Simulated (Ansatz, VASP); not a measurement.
# One calculation of PbF2, two programs

```
Pb F
1.0
     0.00000    3.05791    3.14700
     3.14700    0.00000    3.14700
     3.14700    3.05791    0.00000
Pb F
1 2
Direct
  0.00000 0.00000 0.00000
  0.25000 0.25000 0.25000
  0.75000 0.75000 0.75000
```

Alike in both runs: task single point; functional PBE; k mesh 8 × 8 × 8; occupations gaussian, width 0.02 eV; no spin polarisation.

```csv
,VASP,Ansatz
version,VASP 6.6.1,Ansatz 0.2.0
potentials or method,"VASP PAW PBE potentials, release 64 (Pb_d, F), cutoff 520 eV","scalar-relativistic, plane waves, PAW"
valence electrons in the cell,28,28
```

```tsv
	VASP	Ansatz	Ansatz less VASP
gap on the k mesh at the Fermi level (eV)	4.27	4.27	+0.006
least direct gap on the mesh (eV)	4.48	4.48	+0.003
pressure (GPa)	-6.0	-5.8	+0.19
traceless stress, the component that is largest in VASP (GPa)	1.04	1.03	-0.002
```

Spin-orbit coupling is off throughout.
